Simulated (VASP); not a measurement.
Runs of VASP 6.6.1 on Co. The structure is that of space group Im-3m (No. 229), or close to it. The cells are those of the table. 

| task | spin | cell | k mesh | cutoff (eV) | smearing | gap on the mesh (eV) | pressure (GPa) | moment (μB) |
| --- | --- | --- | --- | --- | --- | --- | --- | --- |
| single point | collinear, ferromagnetic start | a = 2.452 Å, angles 109.5°, 1 atom | 25 × 25 × 25 | 520 | fermi-dirac 0.05 eV | none | (b) | 1.77 |
| single point | collinear, ferromagnetic start | a = 2.547 Å, angles 109.5°, 1 atom | 17 × 17 × 17 | 520 | fermi-dirac 0.05 eV | none | -16.8 | 1.81 |
| single point | collinear, ferromagnetic start | a = 2.385 Å, angles 109.5°, 1 atom | 17 × 17 × 17 | 520 | fermi-dirac 0.05 eV | none | 18.0 | 1.73 |
| relaxation of cell and atoms | off | relaxed from a = 2.432 Å, angles 109.5°, 1 atom | 16 × 16 × 16 | 600 | fermi-dirac 0.1 eV | none | 0.0 | - |
| single point | collinear, ferromagnetic start | a = 2.419 Å, angles 109.5°, 1 atom | 17 × 17 × 17 | 520 | fermi-dirac 0.05 eV | none | 7.4 | 1.74 |
| single point | collinear, ferromagnetic start | a = 2.485 Å, angles 109.5°, 1 atom | 17 × 17 × 17 | 520 | fermi-dirac 0.05 eV | none | -7.7 | 1.77 |
| single point | off | a = 2.377 Å, angles 109.5°, 1 atom | 18 × 18 × 18 | 520 | fermi-dirac 0.1 eV | none | 9.2 | - |
| single point | collinear, ferromagnetic start | a = 2.452 Å, angles 109.5°, 1 atom | 17 × 17 × 17 | 520 | fermi-dirac 0.05 eV | none | -1.0 | 1.75 |
| single point | off | a = 2.410 Å, angles 109.5°, 1 atom | 16 × 16 × 16 | 520 | fermi-dirac 0.1 eV | none | -0.6 | - |
| single point | collinear, ferromagnetic start | a = 2.350 Å, angles 109.5°, 1 atom | 17 × 17 × 17 | 520 | fermi-dirac 0.05 eV | none | (c) | (a) |
| single point | off | a = 2.410 Å, angles 109.5°, 1 atom | 26 × 26 × 26 | 520 | fermi-dirac 0.1 eV | none | -0.6 | - |
| single point | collinear, ferromagnetic start | a = 2.516 Å, angles 109.5°, 1 atom | 17 × 17 × 17 | 520 | fermi-dirac 0.05 eV | none | -12.8 | 1.79 |

Alike in all rows: level revPBE; potentials or basis VASP PAW PBE potentials, release 64 (Co).

Task: Estimate the missing entries.

Result: (a) 1.69; (b) -0.7; (c) 31.1.

Caveats: the PAW data sets were made with another functional, which shifts forces and pressure a little.

A gap of «none» marks levels without a gap at the run's occupations.
